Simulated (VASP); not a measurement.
# NaHg2 (P6/mmm) in VASP: notebook, part 2 of 2

VASP 6.6.1. The steps go on from the part before.

## (5) Relaxation of shape and atoms at fixed volume, LDA (21.49 Å³/atom)

Input file INCAR:

```
SYSTEM = NaHg2
PREC = Accurate ; ENCUT = 600
EDIFF = 1E-6 ; ISMEAR = -1
SIGMA = 0.15 ; LREAL = .False.
LASPH = .True. ; NELM = 60
ALGO = Fast ; ISIF = 4
LWAVE = .False. ; LCHARG = .False.
GGA = CA ; IBRION = 2
NSW = 80 ; EDIFFG = -0.001
```

Input file KPOINTS:

```
Automatic mesh
0
Gamma
  12 12 14
  0 0 0
```

Input file POSCAR:

```
NaHg2
1.0
    4.9227366714      0.0000000000      0.0000000000
   -2.4613683357      4.2632150136      0.0000000000
    0.0000000000      0.0000000000      3.0716019694
Na Hg
1 2
Direct
    0.0000000000      0.0000000000      0.0000000000
    0.3333333333      0.6666666667      0.5000000000
    0.6666666667      0.3333333333      0.5000000000
```

Potentials or basis: VASP PAW LDA potentials, release 64 (Na_pv, Hg).

Run with:

```bash
> cat potpaw_LDA.64/Na_pv/POTCAR potpaw_LDA.64/Hg/POTCAR > POTCAR
> mpirun -np 1 vasp_std > vasp.out
```

OUTCAR:

```text
SYSTEM = NaHg2
   PREC = Accurate
   ENCUT = 600
   EDIFF = 1E-6
   ISMEAR = -1
   LREAL = .False.
   LASPH = .True.
   NELM = 60
   ISIF = 4
   GGA = CA
   IBRION = 2
   NSW = 80
   EDIFFG = -0.001

 ion  position               nearest neighbor table
   1  0.000  0.000  0.000-   2 3.23   3 3.23   2 3.23   3 3.23   3 3.23   3 3.23   2 3.23   2 3.23
                             3 3.23   3 3.23   2 3.23   2 3.23
   2  0.333  0.667  0.500-   3 2.84   3 2.84   3 2.84   1 3.23   1 3.23   1 3.23   1 3.23   1 3.23
                             1 3.23
   3  0.667  0.333  0.500-   2 2.84   2 2.84   2 2.84   1 3.23   1 3.23   1 3.23   1 3.23   1 3.23
                             1 3.23

  LATTYP: Found a hexagonal cell.
 ALAT       =     4.9227366714
 C/A-ratio  =     0.6239622743

  Lattice vectors:

 A1 = (   4.9227366714,   0.0000000000,   0.0000000000)
 A2 = (  -2.4613683357,   4.2632150136,   0.0000000000)
 A3 = (   0.0000000000,   0.0000000000,   3.0716019694)

Analysis of symmetry for initial positions (statically):
=====================================================================
 Subroutine PRICEL returns:
 Original cell was already a primitive cell.

 Routine SETGRP: Setting up the symmetry group for a
 hexagonal supercell.

 Subroutine GETGRP returns: Found 24 space group operations
 (whereof 24 operations were pure point group operations)
 out of a pool of 24 trial point group operations.

The static configuration has the point symmetry D_6h.

Analysis of symmetry for dynamics (positions and initial velocities):
=====================================================================
 Subroutine PRICEL returns:
 Original cell was already a primitive cell.

 Routine SETGRP: Setting up the symmetry group for a
 hexagonal supercell.

 Subroutine GETGRP returns: Found 24 space group operations
 (whereof 24 operations were pure point group operations)
[... 131 lines left out ...]
   AEXX    =    0.0000 exact exchange contribution
   IVDW    =     0    specifies the selected vdW correction
   LEPSILON=     F    determine dielectric tensor
   LRPA    =     F    only Hartree local field effects (RPA)
 conjugate gradient relaxation of ions
 non-spin polarized calculation
 RMM-DIIS sequential band-by-band and
  energy-cutoff  :      600.00
  volume of cell :       64.46
 maximum number of plane-waves:      2168
 NGX is ok and might be reduce to    40
   NGX = 19   NGY = 19   NGZ = 13

--------------------------------------- Ionic step        1  -------------------------------------------

 number of electron      31.0000002 magnetization

 Free energy of the ion-electron system (eV)
  ---------------------------------------------------
  ext. energy  EPLUGINS =         0.00000000
  ---------------------------------------------------
  free energy    TOTEN  =        -4.28851877 eV

  energy without entropy =       -4.22476777  energy(sigma->0) =       -4.25664327

------------------------ aborting loop because EDIFF is reached ----------------------------------------

  FORCE on cell =-STRESS in cart. coord.  units (eV):
  Direction    XX          YY          ZZ          XY          YZ          ZX
  --------------------------------------------------------------------------------------
  -------------------------------------------------------------------------------------
  Total        0.6475716      0.6475716      0.4491312      0.0000000     -0.0000000     -0.0000000
  in kB       16.0949493     16.0949493     11.1628482      0.0000000     -0.0000000     -0.0000000
  external PRESSURE =      14.4509156 kB  Pullay stress =       0.0000000 kB
[... 209 lines left out ...]
--------------------------------------- Ionic step        7  -------------------------------------------

 number of electron      31.0000004 magnetization

 Free energy of the ion-electron system (eV)
  ---------------------------------------------------
  ext. energy  EPLUGINS =         0.00000000
  ---------------------------------------------------
  free energy    TOTEN  =        -4.28902997 eV

  energy without entropy =       -4.22632946  energy(sigma->0) =       -4.25767971

 E-fermi :   2.8551     XC(G=0): -10.6159

 val. band max:        2.8512565741   @ k =   0.0000   0.0000   0.0000
 cond. band min:       2.9000696312   @ k =   0.0000   0.0000   0.0714
 fundamental gap:      0.0488130571
 Fermi energy:         2.8550670288

 k-point     1 :       0.0000    0.0000    0.0000
  band No.  band energies     occupation
      1     -21.5043      2.00000
      2     -21.5043      2.00000
      3     -21.4825      2.00000
      4      -6.0094      2.00000
      5      -5.5331      2.00000
      6      -4.9517      2.00000
[... 505 lines left out ...]
      6      -5.1642      2.00000
[... 11 lines left out ...]
     18       8.8664      0.00000
     19       9.4941      0.00000

 [... further k-points ...]

------------------------ aborting loop because EDIFF is reached ----------------------------------------

  FORCE on cell =-STRESS in cart. coord.  units (eV):
  Direction    XX          YY          ZZ          XY          YZ          ZX
  --------------------------------------------------------------------------------------
  -------------------------------------------------------------------------------------
  Total        0.5640497      0.5640497      0.5666552      0.0000000     -0.0000000      0.0000000
  in kB       14.0190692     14.0190692     14.0838268      0.0000000     -0.0000000      0.0000000
  external PRESSURE =      14.0406550 kB  Pullay stress =       0.0000000 kB
[... 18 lines left out ...]
  FREE ENERGIE OF THE ION-ELECTRON SYSTEM (eV)
  ---------------------------------------------------
  free  energy   TOTEN  =        -4.2890299651 eV

  energy  without entropy=       -4.2263294597  energy(sigma->0) =       -4.25767971

 reached required accuracy - stopping structural energy minimisation
```

OSZICAR:

```text
N       E                     dE             d eps       ncg     rms          rms(c)
DAV:   1     0.295443737762E+03    0.29544E+03   -0.17012E+04  5800   0.189E+03
DAV:   2     0.868041958148E+01   -0.28676E+03   -0.27311E+03  5884   0.475E+02
[... 42 lines left out ...]
   6 F= -.42890296E+01 E0= -.42576890E+01  d E =-.510864E-03
       N       E                     dE             d eps       ncg     rms          rms(c)
DAV:   1    -0.428903367641E+01   -0.40513E-05   -0.15989E-04  5992   0.111E-01    0.917E-03
RMM:   2    -0.428903110834E+01    0.25681E-05   -0.20315E-06  3626   0.114E-02    0.497E-03
RMM:   3    -0.428902996103E+01    0.11473E-05   -0.18338E-06  3610   0.965E-03    0.144E-03
RMM:   4    -0.428902996506E+01   -0.40313E-08   -0.90952E-08  2713   0.270E-03
   7 F= -.42890300E+01 E0= -.42576797E+01  d E =-.329009E-06
```

CONTCAR:

```text
NaHg2
   1.00000000000000
     4.9352727694647527    0.0000000000000000   -0.0000000000000000
    -2.4676363847323763    4.2740715929904578    0.0000000000000000
     0.0000000000000000   -0.0000000000000000    3.0560174208509023
  Na              Hg
     1     2
Direct
     1.0000000000000000    0.0000000000000000    1.0000000000000000
     0.3333333332999970    0.6666666667000030    0.5000000000000000
     0.6666666667000030    0.3333333332999970    0.5000000000000000

  0.00000000E+00  0.00000000E+00  0.00000000E+00
  0.00000000E+00  0.00000000E+00  0.00000000E+00
  0.00000000E+00  0.00000000E+00  0.00000000E+00
```

Wall time 4.1 min (1 thread of Intel Xeon 6975P-C (Granite Rapids), shared host); peak memory 0.34 GiB.

What came out:

```yaml
Free_energy: -4.2890 eV
Energy_gained_by_relaxing: 0.2 meV/atom
Ionic_steps: 7
Pressure_after_relaxing: 1.4 GPa
Band_gap_on_the_k_mesh: zero (an odd number of electrons rules out a gap without spin polarisation)
```

Step by step:
```
step  energy change (eV)  largest force (eV/Å)  pressure (GPa)  volume (Å³)
   1              0.0000                0.0000            1.45        64.46
   2             -0.0003                0.0000            1.44        64.46
   3             -0.0005                0.0000            1.41        64.46
   4             -0.0005                0.0000            1.41        64.46
   5             -0.0005                0.0000            1.40        64.46
   6             -0.0005                0.0000            1.40        64.46
   7             -0.0005                0.0000            1.40        64.46
```

Final structure:
```
Na Hg
1.0
     4.93527    0.00000    0.00000
    -2.46764    4.27407    0.00000
     0.00000    0.00000    3.05602
Na Hg
1 2
Direct
  0.00000 0.00000 0.00000
  0.33333 0.66667 0.50000
  0.66667 0.33333 0.50000
```

Levels at points of the mesh, in eV from the Fermi level:
| k point | band 13 | band 14 | band 15 | band 16 | band 17 | band 18 | band 19 |
| --- | --- | --- | --- | --- | --- | --- | --- |
| (0.00, 0.00, 0.00) | -6.39 | -6.39 | 0.00 | 1.03 | 1.03 | 3.79 | 3.79 |
| (0.50, 0.00, 0.00) | -6.32 | -5.52 | -5.42 | -0.94 | 1.12 | 7.83 | 8.30 |
| (0.00, 0.00, 0.50) | -5.74 | -3.50 | -2.47 | 3.72 | 4.05 | 4.40 | 4.40 |
| (0.50, 0.00, 0.50) | -5.98 | -2.45 | -1.77 | -0.55 | 1.11 | 1.98 | 4.30 |

Caveat: spin-orbit coupling is left out, which moves the levels of the heavy elements.

## (6) Summary

| task | cell | cutoff (eV) | gap on the mesh (eV) | pressure (GPa) |
| --- | --- | --- | --- | --- |
| single point | a = 4.930, b = 4.930, c = 3.062 Å, angles 90.0, 90.0, 120.0°, 3 atoms | 520 | none | 1.4 |
| single point | a = 4.956, b = 4.956, c = 3.092 Å, angles 90.0, 90.0, 120.0°, 3 atoms | 520 | none | 0.4 |
| single point | a = 4.980, b = 4.980, c = 3.124 Å, angles 90.0, 90.0, 120.0°, 3 atoms | 520 | none | -0.4 |
| relaxation of shape and atoms at fixed volume | relaxed from a = 4.923, b = 4.923, c = 3.072 Å, angles 90.0, 90.0, 120.0°, 3 atoms | 600 | none | 1.4 |

Alike in all rows: level LDA; potentials or basis VASP PAW LDA potentials, release 64 (Na_pv, Hg); no spin polarisation; k mesh 12 × 12 × 14; smearing fermi-dirac 0.15 eV.

Caveats: spin-orbit coupling is left out, which moves the levels of the heavy elements.

Absolute energies hang on the potentials; compare differences alone.

The gap in the log of VASP goes by the Fermi energy; the results here count the filled bands.